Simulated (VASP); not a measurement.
# ZnAu in VASP: further runs, part 2 of 2

VASP 6.6.1.

## Step 4: Single point, PBEsol (volume scaled by 1.04)

INCAR

```
SYSTEM = ZnAu
ALGO     = Normal         ! electronic algorithm
EDIFF    = 1E-7           ! SCF threshold, eV
ENCUT    = 520            ! plane-wave cutoff, eV
GGA      = PS             ! functional
ISIF     = 2              ! what is computed and relaxed
ISMEAR   = -1             ! smearing method
LASPH    = .TRUE.         ! aspherical terms in the spheres
LCHARG   = .TRUE.         ! write CHGCAR
LELF     = .TRUE.         ! ELF
LREAL    = .FALSE.        ! projectors in reciprocal space
LVHAR    = .TRUE.       
LWAVE    = .FALSE.        ! write WAVECAR
NBANDS   = 18             ! bands
NELM     = 100            ! most SCF steps
PREC     = Accurate       ! precision mode
SIGMA    = 0.05           ! smearing width, eV
```

KPOINTS

```
k-points
0
G
  8 8 8
  0 0 0
```

POSCAR

```
ZnAu
1.0
    3.1884126438      0.0000000000      0.0000000000
    0.0000000000      3.1884126438      0.0000000000
    0.0000000000      0.0000000000      3.1884126438
Au Zn
1 1
Direct
    0.0000000000      0.0000000000      0.0000000000
    0.5000000000      0.5000000000      0.5000000000
```

Launch:

```sh
$ cat potpaw_PBE.64/Au/POTCAR potpaw_PBE.64/Zn/POTCAR > POTCAR
$ mpirun -np 1 vasp_std > vasp.out
```

Run time: 5.3 s. Hardware: 1 thread of Intel Xeon 6975P-C (Granite Rapids), shared host; peak memory 0.15 GiB.

The run converged. Its results:

```yaml
Free_energy: -5.9229 eV
Pressure: -6.6 GPa
```

Levels at points of the mesh, in eV from the Fermi level:
| k point | band 8 | band 9 | band 10 | band 11 | band 12 | band 13 | band 14 | band 15 |
| --- | --- | --- | --- | --- | --- | --- | --- | --- |
| (0.00, 0.00, 0.00) | -5.13 | -3.52 | -3.52 | -3.52 | 5.03 | 5.03 | 5.03 | 8.47 |
| (0.50, 0.00, 0.00) | -5.20 | -4.61 | -4.61 | -3.66 | -2.23 | 10.47 | 10.97 | 10.97 |
| (0.50, 0.50, 0.00) | -3.86 | -3.86 | -2.96 | -1.73 | -1.73 | 0.81 | 2.40 | 10.29 |
| (0.50, 0.50, 0.50) | -6.04 | -2.91 | -2.91 | 1.40 | 3.43 | 3.81 | 3.81 | 3.81 |

Caveat: the PAW data sets were made with another functional, which shifts forces and pressure a little; spin-orbit coupling is left out, which moves the levels of the heavy elements.

## Step 5: Single point, PBEsol (volume scaled by 1.06)

INCAR

```
PREC = Accurate
ENCUT = 520
EDIFF = 1E-7
ISMEAR = -1
SIGMA = 0.05
LREAL = False
LASPH = True
NELM = 100
ALGO = Normal
ISIF = 2
LWAVE = False
LCHARG = False
GGA = PS
NBANDS = 18
```

KPOINTS

```
regular mesh
0
Gamma
  8 8 8
```

POSCAR

```
ZnAu
1.0
    3.2087215522      0.0000000000      0.0000000000
    0.0000000000      3.2087215522      0.0000000000
    0.0000000000      0.0000000000      3.2087215522
Au Zn
1 1
Direct
    0.0000000000      0.0000000000      0.0000000000
    0.5000000000      0.5000000000      0.5000000000
```

Potentials or basis: VASP PAW PBE potentials, release 64 (Au, Zn).

Launch:

```sh
$ cat potpaw_PBE.64/Au/POTCAR potpaw_PBE.64/Zn/POTCAR > POTCAR
$ mpirun -np 1 vasp_std > vasp.out
```

OUTCAR:

```text
PREC = Accurate
   ENCUT = 520
   EDIFF = 1E-7
   ISMEAR = -1
   LREAL = False
   LASPH = True
   NELM = 100
   ISIF = 2
   GGA = PS

 ion  position               nearest neighbor table
   1  0.000  0.000  0.000-   2 2.78   2 2.78   2 2.78   2 2.78   2 2.78   2 2.78   2 2.78   2 2.78

   2  0.500  0.500  0.500-   1 2.78   1 2.78   1 2.78   1 2.78   1 2.78   1 2.78   1 2.78   1 2.78

  LATTYP: Found a simple cubic cell.
 ALAT       =     3.2087215522

  Lattice vectors:

 A1 = (   3.2087215522,   0.0000000000,   0.0000000000)
 A2 = (   0.0000000000,   3.2087215522,   0.0000000000)
 A3 = (   0.0000000000,   0.0000000000,   3.2087215522)

Analysis of symmetry for initial positions (statically):
=====================================================================
 Subroutine PRICEL returns:
 Original cell was already a primitive cell.

 Routine SETGRP: Setting up the symmetry group for a
 simple cubic supercell.

 Subroutine GETGRP returns: Found 48 space group operations
 (whereof 48 operations were pure point group operations)
 out of a pool of 48 trial point group operations.

The static configuration has the point symmetry O_h .

Analysis of symmetry for dynamics (positions and initial velocities):
=====================================================================
 Subroutine PRICEL returns:
 Original cell was already a primitive cell.

 Routine SETGRP: Setting up the symmetry group for a
 simple cubic supercell.

 Subroutine GETGRP returns: Found 48 space group operations
 (whereof 48 operations were pure point group operations)
 out of a pool of 48 trial point group operations.

The dynamic configuration has the point symmetry O_h .

 Subroutine INISYM returns: Found 48 space group operations
 (whereof 48 operations are pure point group operations),
 and found     1 'primitive' translations

----------------------------------------------------------------------------------------

                                     Primitive cell
[... 109 lines left out ...]
   IMIX   =      4    mixing-type and parameters
     AMIX     =   0.40;   BMIX     =  1.00
     AMIX_MAG =   1.60;   BMIX_MAG =  1.00
  volume/ion in A,a.u.               =      16.52       111.47
  Fermi-wavevector in a.u.,A,eV,Ry     =   1.450949  2.741896 28.643697  2.105252
  Thomas-Fermi vector in A             =   2.568502
   LORBIT       =      0    0 simple, 1 ext, 2 COOP (PROOUT), +10 PAW based schemes
   GGA     = PS    functional components
   LHFCALC =     F    Hartree Fock is set to
   AEXX    =    0.0000 exact exchange contribution
   IVDW    =     0    specifies the selected vdW correction
   LEPSILON=     F    determine dielectric tensor
   LRPA    =     F    only Hartree local field effects (RPA)
 non-spin polarized calculation
  energy-cutoff  :      520.00
  volume of cell :       33.04
 maximum number of plane-waves:       912
 NGX is ok and might be reduce to    24

 number of electron      23.0000041 magnetization

 Free energy of the ion-electron system (eV)
  ---------------------------------------------------
  ext. energy  EPLUGINS =         0.00000000
  ---------------------------------------------------
  free energy    TOTEN  =        -5.89366678 eV

  energy without entropy =       -5.89217460  energy(sigma->0) =       -5.89292069

 E-fermi :   6.0785     XC(G=0): -12.2052

 val. band max:        5.8969386947   @ k =   0.5000   0.3750   0.2500
 cond. band min:       6.3105990314   @ k =   0.3750   0.3750   0.1250
 fundamental gap:      0.4136603367
 Fermi energy:         6.0785276564

 k-point     1 :       0.0000    0.0000    0.0000
  band No.  band energies     occupation
      1      -3.9138      2.00000
      2      -1.6118      2.00000
      3      -1.6118      2.00000
      4      -1.0382      2.00000
      5      -1.0382      2.00000
      6      -1.0382      2.00000
[... 481 lines left out ...]
      5      -0.8179      2.00000
      6       0.0654      2.00000
[... 10 lines left out ...]
     17      18.1115      0.00000
     18      20.1007      0.00000

 [... further k-points ...]

------------------------ aborting loop because EDIFF is reached ----------------------------------------

  FORCE on cell =-STRESS in cart. coord.  units (eV):
  Direction    XX          YY          ZZ          XY          YZ          ZX
  --------------------------------------------------------------------------------------
  -------------------------------------------------------------------------------------
  Total       -1.7530431     -1.7530431     -1.7530431      0.0000000      0.0000000     -0.0000000
  in kB      -85.0172533    -85.0172533    -85.0172533      0.0000000      0.0000000     -0.0000000
  external PRESSURE =     -85.0172533 kB  Pullay stress =       0.0000000 kB

 VOLUME and BASIS-vectors are now :
 -----------------------------------------------------------------------------
  energy-cutoff  :      520.00
  volume of cell :       33.04
      direct lattice vectors                 reciprocal lattice vectors
     3.208721552  0.000000000  0.000000000     0.311650601  0.000000000  0.000000000
     0.000000000  3.208721552  0.000000000     0.000000000  0.311650601  0.000000000
     0.000000000  0.000000000  3.208721552     0.000000000  0.000000000  0.311650601

 POSITION                                       TOTAL-FORCE (eV/Angst)
 -----------------------------------------------------------------------------------
      0.00000      0.00000      0.00000         0.000000      0.000000      0.000000
      1.60436      1.60436      1.60436         0.000000      0.000000      0.000000
 -----------------------------------------------------------------------------------
    total drift:                                0.000000      0.000000     -0.000000

  FREE ENERGIE OF THE ION-ELECTRON SYSTEM (eV)
  ---------------------------------------------------
  free  energy   TOTEN  =        -5.8936667835 eV

  energy  without entropy=       -5.8921745966  energy(sigma->0) =       -5.89292069
```

stdout:

```text
POSCAR found type information on POSCAR AuZn
 POSCAR found :  2 types and       2 ions
 scaLAPACK will be used
 -----------------------------------------------------------------------------
|                                                                             |
|                                                                             |
|     You enforced a specific xc type in the INCAR file but a different       |
|     I HOPE YOU KNOW WHAT YOU ARE DOING!                                     |
|                                                                             |
 -----------------------------------------------------------------------------

 LDA part: xc-table for (Slater+PW92), standard interpolation
 POSCAR, INCAR and KPOINTS ok, starting setup
 FFT: planning ... GRIDC
 FFT: planning ... GRID_SOFT
 FFT: planning ... GRID
 WAVECAR not read
 entering main loop
```

Run time: 5.2 s. Hardware: 1 thread of Intel Xeon 6975P-C (Granite Rapids), shared host; peak memory 0.15 GiB.

Results:

* Free energy: -5.8937 eV
* Pressure: -8.5 GPa

Caveat: the PAW data sets were made with another functional, which shifts forces and pressure a little; spin-orbit coupling is left out, which moves the levels of the heavy elements.

## Step 6: Single point, PBEsol (atoms moved at random)

INCAR

```
SYSTEM = ZnAu
PREC = Accurate ; ENCUT = 520
EDIFF = 1E-6 ; ISMEAR = -1
SIGMA = 0.05 ; LREAL = .FALSE.
LASPH = .TRUE. ; NELM = 60
ALGO = Fast ; ISIF = 2
LWAVE = .FALSE. ; LCHARG = .FALSE.
GGA = PS ; NBANDS = 18
```

KPOINTS

```
Automatic mesh
0
G
  8 8 8
  0 0 0
```

POSCAR

```
ZnAu
1.0
    3.1470000000      0.0000000000      0.0000000000
    0.0000000000      3.1470000000      0.0000000000
    0.0000000000      0.0000000000      3.1470000000
Au Zn
1 1
Direct
    0.0044500000     -0.0030310000     -0.0105960000
    0.4851550000      0.5154480000      0.5024370000
```

Potentials or basis: VASP PAW PBE potentials, release 64 (Au, Zn).

Launch:

```sh
$ cat potpaw_PBE.64/Au/POTCAR potpaw_PBE.64/Zn/POTCAR > POTCAR
$ mpirun -np 1 vasp_std > vasp.out
```

Wall time 32 s (1 thread of Intel Xeon 6975P-C (Granite Rapids), shared host); peak memory 0.26 GiB.

Results (log left out):

```yaml
Free_energy: -5.9411 eV
Pressure: -1.5 GPa
Largest_force: 0.336 eV/Å
```

Forces in eV/Å, atoms in the order of the input:
```
Au  -0.217  0.208  0.149
Zn   0.217 -0.208 -0.149
```

Stress tensor (GPa, compression positive):
```
-1.58 -0.34 -0.24
-0.34 -1.57  0.23
-0.24  0.23 -1.50
```

Levels at points of the mesh, in eV from the Fermi level:
```csv
k point,band 10,band 11,band 12,band 13,band 14,band 15
"(0.00, 0.00, 0.00)",-3.60,-3.60,5.09,5.10,5.10,8.93
"(0.50, 0.00, 0.00)",-4.77,-3.75,-2.24,10.41,10.93,11.10
"(0.00, 0.50, 0.00)",-4.77,-3.75,-2.24,10.40,10.93,11.11
"(0.00, 0.00, 0.50)",-4.76,-3.75,-2.25,10.37,10.94,11.17
"(0.50, 0.50, 0.00)",-3.01,-1.89,-1.89,0.94,2.62,10.52
"(0.00, 0.50, 0.50)",-3.01,-1.89,-1.89,0.94,2.63,10.53
"(0.50, 0.00, 0.50)",-3.01,-1.89,-1.89,0.94,2.63,10.52
"(0.50, 0.50, 0.50)",-2.96,1.51,3.67,3.77,3.81,3.83
```

Caveat: the cell differs from its parent crystal (atoms moved at random); the PAW data sets were made with another functional, which shifts forces and pressure a little; spin-orbit coupling is left out, which moves the levels of the heavy elements.

## Step 7: Overview

| cell | gap on the mesh (eV) | pressure (GPa) |
| --- | --- | --- |
| a = 3.147 Å, 2 atoms | none | -1.5 |
| a = 3.168 Å, 2 atoms | none | -4.5 |
| a = 3.188 Å, 2 atoms | none | -6.6 |
| a = 3.209 Å, 2 atoms | none | -8.5 |

Some of these runs hold the atoms at other places in the same cell, which the table doesn't show; runs alike in all that it shows share one row.

Alike in all rows: task single point; level PBEsol; potentials or basis VASP PAW PBE potentials, release 64 (Au, Zn); no spin polarisation; k mesh 8 × 8 × 8; cutoff (eV) 520; smearing fermi-dirac 0.05 eV.

Caveats: the PAW data sets were made with another functional, which shifts forces and pressure a little; spin-orbit coupling is left out, which moves the levels of the heavy elements.

Total energies depend on the potentials used, so only differences within one code and one set of settings carry meaning.
